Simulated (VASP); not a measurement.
Set up this calculation in VASP 6.6.1, as the native input.

| Quantity | Value |
| --- | --- |
| Task | single point |
| Functional | PBE |
| Potentials or basis | VASP PAW PBE potentials, release 64 (K_sv, Nd_3, Sb), 4f in core |
| Cutoff | 500 eV |
| k mesh | 6 × 6 × 8 |
| Occupations | gaussian, width 0.1 eV |
| Spin | no spin polarisation |
| Dipole correction | no |
| Mended | yes |
| Further INCAR settings | ALGO = Normal; EDIFF = 1e-06; NBANDS = 32 |

The structure of KNd2Sb3 lies in POSCAR:

```
KNd2Sb3
1.0
    7.6105184632      0.0000000000      0.0000000000
   -3.8052592316      6.5909023251      0.0000000000
    0.0000000000      0.0000000000      4.5326667448
K Nd Sb
1 2 3
Direct
    0.0000000000      0.0000000000      0.5329643491
    0.6666666667      0.3333333333      1.0320281827
    0.3333333333      0.6666666667      1.0320281827
    0.5000000000      0.5000000000      0.5322054118
    0.5000000000      0.0000000000      0.5322054118
    0.0000000000      0.5000000000      0.5322054118
```

The cell was built from a structure type or drawn by symmetry, and may not be a known phase.

The input as run:

INCAR

```
SYSTEM = KNd2Sb3
PREC = Accurate
ENCUT = 500
EDIFF = 1E-6
ISMEAR = 0
SIGMA = 0.1
LREAL = .FALSE.
LASPH = .TRUE.
NELM = 200
ALGO = Normal
ISIF = 2
LWAVE = .FALSE.
LCHARG = .FALSE.
GGA = PE
NBANDS = 32
GGA_COMPAT = .FALSE.
LMAXMIX = 6
```

KPOINTS

```
regular mesh
0
G
  6 6 8
  0 0 0
```

Potentials or basis: VASP PAW PBE potentials, release 64 (K_sv, Nd_3, Sb), 4f in core.

The run is started by

```bash
$ cat potpaw_PBE.64/K_sv/POTCAR potpaw_PBE.64/Nd_3/POTCAR potpaw_PBE.64/Sb/POTCAR > POTCAR
$ mpirun -np 1 vasp_std > vasp.out
```

It gave:

```json
{"Pressure": "0.1 GPa", "Largest force": "0.007 eV/Å", "Band gap on the k mesh": "zero (bands 23 and 24 overlap by 1.51 eV)"}
```

Caveat: spin-orbit coupling is left out, which moves the levels of the heavy elements; the 4f electrons are frozen in the core, so they carry no moment and show no levels.

Wall time 100 s on 1 thread of Intel(R) Xeon(R) 6975P-C (Granite Rapids), with other jobs on the host, peak memory 0.46 GiB.
